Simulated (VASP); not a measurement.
# CdF2 (R3m) in VASP: further runs

Runs on CdF2. Level: PBE. Tasks: single point.

Program: VASP 6.6.1. These are calculated values, not measurements. Logs are shortened: lines on timing, memory, paths and dates and some standing lists are left out, and cuts for length are marked.

## (1) The cell of the first run

The structure is trigonal, space group R3m (No. 160). The conventional cell has a = 3.810 Å, b = 3.810 Å, c = 9.332 Å, α = 90.00°, β = 90.00°, γ = 120.00°. Within 2.7 Å of Cd (site symmetry 3m) lie 8 F at 2.03 to 2.63 Å. F (site symmetry 3m) has 4 Cd at 2.25 to 2.63 Å and 6 F at 2.69 Å within 3.0 Å. F (site symmetry 3m) has 4 Cd at 2.03 to 2.45 Å and 6 F at 2.69 Å within 2.7 Å.

## (2) Single point, PBE (all Cd atoms moved -0.300 Å, as atom 1 along Cartesian [1 1 1])

INCAR

```
ALGO = Normal
EDIFF = 1E-7
ENCUT = 520
GGA = PE
ISIF = 2
ISMEAR = 0
LASPH = True
LCHARG = False
LREAL = False
LWAVE = False
NBANDS = 20
NELM = 100
PREC = Accurate
SIGMA = 0.05
```

KPOINTS

```
k-points
0
Gamma
  8 8 8
```

POSCAR

```
CdF2
1.0
    0.0000000000      2.6940000000      2.6940000000
    2.6940000000      0.0000000000      2.6940000000
    2.6940000000      2.6940000000      0.0000000000
Cd F
1 2
Direct
   -0.0321464515     -0.0321464515     -0.0321464515
    0.2500000000      0.2500000000      0.2500000000
    0.7500000000      0.7500000000      0.7500000000
```

Potentials or basis: VASP PAW PBE potentials, release 64 (Cd, F).

The run is started by

```sh
cat potpaw_PBE.64/Cd/POTCAR potpaw_PBE.64/F/POTCAR > POTCAR
mpirun -np 1 vasp_std > vasp.out
```

OUTCAR:

```text
EDIFF = 1E-7
   ENCUT = 520
   GGA = PE
   ISIF = 2
   ISMEAR = 0
   LASPH = True
   LREAL = False
   NELM = 100
   PREC = Accurate

 ion  position               nearest neighbor table
   1  0.968  0.968  0.968-   3 2.03   2 2.25   2 2.25   2 2.25   3 2.45   3 2.45   3 2.45   2 2.63

   2  0.250  0.250  0.250-   1 2.25   1 2.25   1 2.25   1 2.63
   3  0.750  0.750  0.750-   1 2.03   1 2.45   1 2.45   1 2.45

  LATTYP: Found a face centered cubic cell.
 ALAT       =     5.3880000000

  Lattice vectors:

 A1 = (   0.0000000000,   2.6940000000,   2.6940000000)
 A2 = (   2.6940000000,   0.0000000000,   2.6940000000)
 A3 = (   2.6940000000,   2.6940000000,   0.0000000000)

Analysis of symmetry for initial positions (statically):
=====================================================================
 Subroutine PRICEL returns:
 Original cell was already a primitive cell.

 Routine SETGRP: Setting up the symmetry group for a
 face centered cubic supercell.

 Subroutine GETGRP returns: Found  6 space group operations
 (whereof  6 operations were pure point group operations)
 out of a pool of 48 trial point group operations.

The static configuration has the point symmetry C_3v.

Analysis of symmetry for dynamics (positions and initial velocities):
=====================================================================
 Subroutine PRICEL returns:
 Original cell was already a primitive cell.

 Routine SETGRP: Setting up the symmetry group for a
 face centered cubic supercell.

 Subroutine GETGRP returns: Found  6 space group operations
 (whereof  6 operations were pure point group operations)
 out of a pool of 48 trial point group operations.

The dynamic configuration has the point symmetry C_3v.

 Subroutine INISYM returns: Found  6 space group operations
 (whereof  6 operations are pure point group operations),
 and found     1 'primitive' translations

----------------------------------------------------------------------------------------

                                     Primitive cell

  volume of cell :      39.1041

  direct lattice vectors                    reciprocal lattice vectors
     0.000000000  2.694000000  2.694000000    -0.185597624  0.185597624  0.185597624
     2.694000000  0.000000000  2.694000000     0.185597624 -0.185597624  0.185597624
     2.694000000  2.694000000  0.000000000     0.185597624  0.185597624 -0.185597624

  length of vectors
     3.809891337  3.809891337  3.809891337     0.321464515  0.321464515  0.321464515

  position of ions in fractional coordinates (direct lattice)
     0.967853549  0.967853549  0.967853549
     0.250000000  0.250000000  0.250000000
     0.750000000  0.750000000  0.750000000

  ion indices of the primitive-cell ions
   primitive index   ion index
                 1           1
                 2           2
                 3           3

----------------------------------------------------------------------------------------

 KPOINTS: k-points

Automatic generation of k-mesh.
 Grid dimensions read from file:
 generate k-points for:    8    8    8

 Generating k-lattice:

  Cartesian coordinates                     Fractional coordinates (reciprocal lattice)
    -0.023199703  0.023199703  0.023199703     0.125000000  0.000000000  0.000000000
     0.023199703 -0.023199703  0.023199703     0.000000000  0.125000000  0.000000000
     0.023199703  0.023199703 -0.023199703     0.000000000  0.000000000  0.125000000

  Length of vectors
     0.040183064  0.040183064  0.040183064

  Shift w.r.t. Gamma in fractional coordinates (k-lattice)
     0.000000000  0.000000000  0.000000000

 Subroutine IBZKPT returns following result:
 ===========================================

 Found     65 irreducible k-points:

 Following reciprocal coordinates:
            Coordinates               Weight
  0.000000  0.000000  0.000000      1.000000
  0.125000  0.000000  0.000000      6.000000
  0.125000  0.125000  0.125000      2.000000
  0.250000  0.000000  0.000000      6.000000
  0.250000  0.250000  0.250000      2.000000
  0.375000  0.000000  0.000000      6.000000
[... 16 lines left out ...]
 -0.250000  0.125000  0.000000     12.000000
  0.125000  0.125000  0.375000      6.000000
 [... further k-points ...]
   k-points           NKPTS =     65   k-points in BZ     NKDIM =     65   number of bands    NBANDS=     20
   number of dos      NEDOS =    301   number of ions     NIONS =      3
   total plane-waves  NPLWV =  21952
   dimension x,y,z NGX =    28 NGY =   28 NGZ =   28
   dimension x,y,z NGXF=    56 NGYF=   56 NGZF=   56
   ions per type =               1   2
   NGX,Y,Z   is equivalent  to a cutoff of  12.22, 12.22, 12.22 a.u.
   NGXF,Y,Z  is equivalent  to a cutoff of  24.44, 24.44, 24.44 a.u.
 SYSTEM =  unknown system
   PREC   = accura    normal or accurate (medium, high low for compatibility)
   ISTART =      0    job   : 0-new  1-cont  2-samecut
   ICHARG =      2    charge: 1-file 2-atom 10-const
   ISPIN  =      1    spin polarized calculation?
   LNONCOLLINEAR =      F non collinear calculations
   LSORBIT =      F    spin-orbit coupling
   LASPH  =      T    aspherical Exc in radial PAW
   ENCUT  =  520.0 eV  38.22 Ry    6.18 a.u.   7.08  7.08  7.08*2*pi/ulx,y,z
   NELM   =    100;   NELMIN=  2; NELMDL= -5     # of ELM steps
   EDIFF  = 0.1E-06   stopping-criterion for ELM
   LREAL  =      F    real-space projection
   EDIFFG = 0.1E-05   stopping-criterion for IOM
   NSW    =      0    number of steps for IOM
   IBRION =     -1    ionic relax: 0-MD 1-quasi-New 2-CG
   NFREE  =      0    steps in history (QN), initial steepest desc. (CG)
   ISIF   =      2    stress and relaxation
   ISYM   =      2    0-nonsym 1-usesym 2-fastsym
   POTIM  = 0.5000    time-step for ionic-motion
   TEBEG  =    0.0;   TEEND  =   0.0 temperature during run
   PSTRESS=    0.0 pullay stress
   NELECT =      26.0000    total number of electrons
   NUPDOWN=      -1.0000    fix difference up-down
   EMIN   =  10.00;   EMAX   =-10.00  energy-range for DOS
   EFERMI =   0.00;   METHOD = LEGACY
   ISMEAR =     0;   SIGMA  =   0.05  broadening in eV -4-tet -1-fermi 0-gaus
   EFERMI_NEDOS =   21; number of points for ismear=-14 and -15
   IALGO  =     38    algorithm
   IMIX   =      4    mixing-type and parameters
     AMIX     =   0.40;   BMIX     =  1.00
     AMIX_MAG =   1.60;   BMIX_MAG =  1.00
  volume/ion in A,a.u.               =      13.03        87.96
  Fermi-wavevector in a.u.,A,eV,Ry     =   1.428867  2.700166 27.778468  2.041660
  Thomas-Fermi vector in A             =   2.548882
   LORBIT       =      0    0 simple, 1 ext, 2 COOP (PROOUT), +10 PAW based schemes
   GGA     = PE    functional components
   LHFCALC =     F    Hartree Fock is set to
   AEXX    =    0.0000 exact exchange contribution
   IVDW    =     0    specifies the selected vdW correction
   LEPSILON=     F    determine dielectric tensor
   LRPA    =     F    only Hartree local field effects (RPA)
 non-spin polarized calculation
 Gauss-broadening in eV      SIGMA  =   0.05
  energy-cutoff  :      520.00
  volume of cell :       39.10
 maximum number of plane-waves:      1067
   NGX = 15   NGY = 15   NGZ = 15

 number of electron      25.9999979 magnetization

 Free energy of the ion-electron system (eV)
  ---------------------------------------------------
  ext. energy  EPLUGINS =         0.00000000
  ---------------------------------------------------
  free energy    TOTEN  =       -10.53462819 eV

  energy without entropy =      -10.53462819  energy(sigma->0) =      -10.53462819

 E-fermi :  -1.0124     XC(G=0): -10.3896

 val. band max:       -1.2969084720   @ k =   0.5000   0.5000   0.0000
 cond. band min:       1.7985358711   @ k =   0.0000   0.0000   0.0000
 fundamental gap:      3.0954443431
 Fermi energy:        -1.0124062679

 k-point     1 :       0.0000    0.0000    0.0000
  band No.  band energies     occupation
      1     -22.2032      2.00000
      2     -21.1346      2.00000
      3      -6.9904      2.00000
      4      -6.9423      2.00000
      5      -6.9423      2.00000
      6      -5.8045      2.00000
[... 12 lines left out ...]
     19      18.2722      0.00000
     20      18.2722      0.00000

 k-point     2 :       0.1250    0.0000    0.0000
  band No.  band energies     occupation
      1     -22.1548      2.00000
      2     -21.1741      2.00000
      3      -7.0748      2.00000
      4      -6.8792      2.00000
      5      -6.6478      2.00000
      6      -5.8216      2.00000
[... 12 lines left out ...]
     19      17.9762      0.00000
     20      18.1778      0.00000

 k-point     3 :       0.1250    0.1250    0.1250
  band No.  band energies     occupation
      1     -22.1537      2.00000
      2     -21.1753      2.00000
      3      -6.8853      2.00000
      4      -6.8853      2.00000
      5      -6.8463      2.00000
      6      -5.8127      2.00000
[... 12 lines left out ...]
     19      17.9385      0.00000
     20      17.9385      0.00000

 k-point     4 :       0.2500    0.0000    0.0000
  band No.  band energies     occupation
      1     -22.0246      2.00000
      2     -21.2848      2.00000
      3      -7.0063      2.00000
      4      -6.7327      2.00000
      5      -6.1671      2.00000
      6      -5.8350      2.00000
[... 12 lines left out ...]
     19      17.4430      0.00000
     20      18.6091      0.00000

 k-point     5 :       0.2500    0.2500    0.2500
  band No.  band energies     occupation
      1     -22.0212      2.00000
      2     -21.2882      2.00000
      3      -6.7589      2.00000
      4      -6.7589      2.00000
      5      -6.4707      2.00000
      6      -5.7980      2.00000
[... 12 lines left out ...]
     19      17.3531      0.00000
     20      18.5787      0.00000
[... 353 lines left out ...]
      6      -5.8159      2.00000
[... 12 lines left out ...]
     19      16.8658      0.00000
     20      19.5640      0.00000

 k-point    22 :      -0.3750    0.5000   -0.3750
  band No.  band energies     occupation
      1     -21.7615      2.00000
      2     -21.5108      2.00000
      3      -6.6364      2.00000
      4      -6.5582      2.00000
      5      -5.9262      2.00000
      6      -5.7659      2.00000
[... 12 lines left out ...]
     19      16.7773      0.00000
     20      19.6490      0.00000

 k-point    23 :      -0.2500    0.1250    0.0000
  band No.  band energies     occupation
      1     -21.9398      2.00000
      2     -21.3541      2.00000
      3      -6.9355      2.00000
      4      -6.6395      2.00000
      5      -5.9448      2.00000
      6      -5.8564      2.00000
[... 12 lines left out ...]
     19      16.9485      0.00000
     20      19.5855      0.00000

 k-point    24 :       0.1250    0.1250    0.3750
  band No.  band energies     occupation
      1     -21.9371      2.00000
      2     -21.3569      2.00000
      3      -6.8592      2.00000
      4      -6.6113      2.00000
      5      -6.0359      2.00000
      6      -5.9238      2.00000
[... 12 lines left out ...]
     19      16.7874      0.00000
     20      19.7224      0.00000

 [... further k-points ...]

------------------------ aborting loop because EDIFF is reached ----------------------------------------

  FORCE on cell =-STRESS in cart. coord.  units (eV):
  Direction    XX          YY          ZZ          XY          YZ          ZX
  --------------------------------------------------------------------------------------
  -------------------------------------------------------------------------------------
  Total        2.9351898      2.9351898      2.9351898      0.9917862      0.9917862      0.9917862
  in kB      120.2607746    120.2607746    120.2607746     40.6355239     40.6355239     40.6355239
  external PRESSURE =     120.2607746 kB  Pullay stress =       0.0000000 kB

 VOLUME and BASIS-vectors are now :
 -----------------------------------------------------------------------------
  energy-cutoff  :      520.00
  volume of cell :       39.10
      direct lattice vectors                 reciprocal lattice vectors
     0.000000000  2.694000000  2.694000000    -0.185597624  0.185597624  0.185597624
     2.694000000  0.000000000  2.694000000     0.185597624 -0.185597624  0.185597624
     2.694000000  2.694000000  0.000000000     0.185597624  0.185597624 -0.185597624

 POSITION                                       TOTAL-FORCE (eV/Angst)
 -----------------------------------------------------------------------------------
      5.21479      5.21479      5.21479         1.494357      1.494357      1.494357
      1.34700      1.34700      1.34700        -0.215550     -0.215550     -0.215550
      4.04100      4.04100      4.04100        -1.278807     -1.278807     -1.278807
 -----------------------------------------------------------------------------------
    total drift:                                0.000055      0.000055      0.000055

  FREE ENERGIE OF THE ION-ELECTRON SYSTEM (eV)
  ---------------------------------------------------
  free  energy   TOTEN  =       -10.5346281929 eV

  energy  without entropy=      -10.5346281929  energy(sigma->0) =      -10.53462819
```

It took 28 s on 1 thread of Intel Xeon Platinum 8375C at 2.90GHz (Ice Lake), shared host; peak memory 0.18 GiB.

Results:

- Free energy: -10.5346 eV
- Pressure: 12.0 GPa
- Largest force: 2.588 eV/Å
- Band gap on the k mesh: 3.10 eV, indirect (least direct gap 3.60 eV)

Forces on the atoms (eV/Å):
```
Cd   1.494  1.494  1.494
F   -0.216 -0.216 -0.216
F   -1.279 -1.279 -1.279
```

Caveat: the cell differs from its parent crystal (all Cd atoms moved -0.300 Å, as atom 1 along Cartesian [1 1 1]); forces of over 1 eV/Å act on the atoms, so gaps and moduli don't describe the material at rest. A k mesh can miss the band edges.

(Continued in part 2 of 2.)
